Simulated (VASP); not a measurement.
A run of VASP 6.6.1 is set up as follows.

Contents of INCAR:

```
SYSTEM = CuO
PREC = Accurate
ENCUT = 520
EDIFF = 1E-7
ISMEAR = 0
SIGMA = 0.1
LREAL = .FALSE.
LASPH = .TRUE.
NELM = 150
ALGO = Normal
ISIF = 2
LWAVE = .FALSE.
LCHARG = .TRUE.
ISPIN = 2
MAGMOM = 1 1 0 0
LORBIT = 11
LMAXMIX = 4
GGA = PS
LELF = .TRUE.
LVHAR = .TRUE.
NBANDS = 29
```

KPOINTS

```
Automatic mesh
0
G
  6 6 4
  0 0 0
```

Contents of POSCAR:

```
CuO
1.0
    2.3446500000     -1.7134000000      0.0000000000
    2.3446500000      1.7134000000      0.0000000000
   -0.8605500000      0.0000000000      5.0594400000
Cu O
2 2
Direct
    0.0032000000      0.4968000000      0.0000000000
    0.4968000000      0.0032000000      0.5000000000
    0.5714000000      0.4056000000      0.2537000000
    0.4056000000      0.5714000000      0.7537000000
```

Potentials or basis: VASP PAW PBE potentials, release 64 (Cu, O).

The run is started by

```bash
$ cat potpaw_PBE.64/Cu/POTCAR potpaw_PBE.64/O/POTCAR > POTCAR
$ mpirun -np 1 vasp_std > vasp.out
```

What does it give for the largest force?

0.754 eV/Å.

Predict the band gap on the k mesh.

zero (filled and empty bands overlap).

Predict the net moment.

0.00 μB per cell.

Stress tensor (GPa, compression positive):
```
-2.37  0.00 -1.15
 0.00 -0.12  0.00
-1.15  0.00 -3.55
```

Caveat: the k points lie up to 0.38 Å⁻¹ apart; the PAW data sets were made with another functional, which shifts forces and pressure a little; semilocal functionals often make such compounds metallic where correlation or magnetic order opens a gap, which also shifts bond lengths. With open d or f shells a metallic result of PBEsol can be an artefact of self-interaction; +U or a hybrid may open a gap.
